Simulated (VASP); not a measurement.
The system is PbI2.

```xyz
3
Lattice="4.6785 0.0000 0.0000 -2.3393 4.0517 0.0000 0.0000 0.0000 7.6904" Properties=species:S:1:pos:R:3 pbc="T T T"
Pb    0.0000    0.0000    0.0000
I     0.0000    2.7012    1.8556
I     2.3393    1.3506    5.8348
```

```yaml
Program: VASP 6.6.1
Task: relaxation of cell and atoms
Functional: LDA
Potentials_or_basis: VASP PAW LDA potentials, release 64 (Pb_d, I)
Cutoff: 500 eV
k_mesh: 6 × 6 × 4
Occupations: gaussian, width 0.02 eV
Spin: no spin polarisation
```

At the start: pressure -2.2 GPa; volume 48.59 Å³/atom.

Problem. Where does the relaxation end?

Solution. Over 21 steps the energy falls by 57.3 meV/atom and the volume is 39.14 Å³/atom (-19.4 %); space group P-3m1 (No. 164, to 0.1 Å) before and after.

The path:
| step | energy change (eV) | largest force (eV/Å) | pressure (GPa) | volume (Å³) |
| --- | --- | --- | --- | --- |
| 1 | 0.0000 | 0.3019 | -2.16 | 145.78 |
| 2 | -0.0961 | 0.2416 | 0.13 | 132.37 |
| 3 | -0.0967 | 0.1980 | -0.07 | 133.27 |
| 4 | -0.1006 | 0.1896 | -0.06 | 132.65 |
| 5 | -0.1110 | 0.1639 | -0.06 | 130.79 |
| 6 | -0.1251 | 0.1068 | -0.05 | 127.12 |
| 7 | -0.1219 | 0.0382 | 0.02 | 119.95 |
| 8 | -0.1294 | 0.0529 | -0.03 | 124.12 |
| 9 | -0.1356 | 0.0520 | -0.02 | 123.13 |
| 10 | -0.1524 | 0.0445 | 0.05 | 120.17 |
| 11 | -0.1648 | 0.0187 | 0.50 | 114.21 |
| 12 | -0.1658 | 0.0141 | 0.33 | 115.92 |
| 13 | -0.1672 | 0.1218 | -0.49 | 118.54 |
| 14 | -0.1689 | 0.0659 | -0.16 | 117.43 |
| 15 | -0.1716 | 0.0299 | -0.05 | 117.26 |
| 16 | -0.1718 | 0.0184 | -0.01 | 117.19 |
| 17 | -0.1718 | 0.0173 | -0.01 | 117.19 |
| 18 | -0.1719 | 0.0079 | 0.03 | 117.13 |
| 19 | -0.1719 | 0.0047 | 0.04 | 117.12 |
| 20 | -0.1719 | 0.0045 | 0.03 | 117.19 |
| 21 | -0.1719 | 0.0037 | 0.00 | 117.43 |

Final structure:
```
Pb I
1.0
     4.46887    0.00000    0.00000
    -2.23444    3.87016    0.00000
     0.00000    0.00000    6.78974
Pb I
1 2
Direct
  0.00000 0.00000 0.00000
  0.33333 0.66667 0.27507
  0.66667 0.33333 0.72493
```

Caveat: the volume moved by over 15 % at a fixed basis, so the end points are rough.
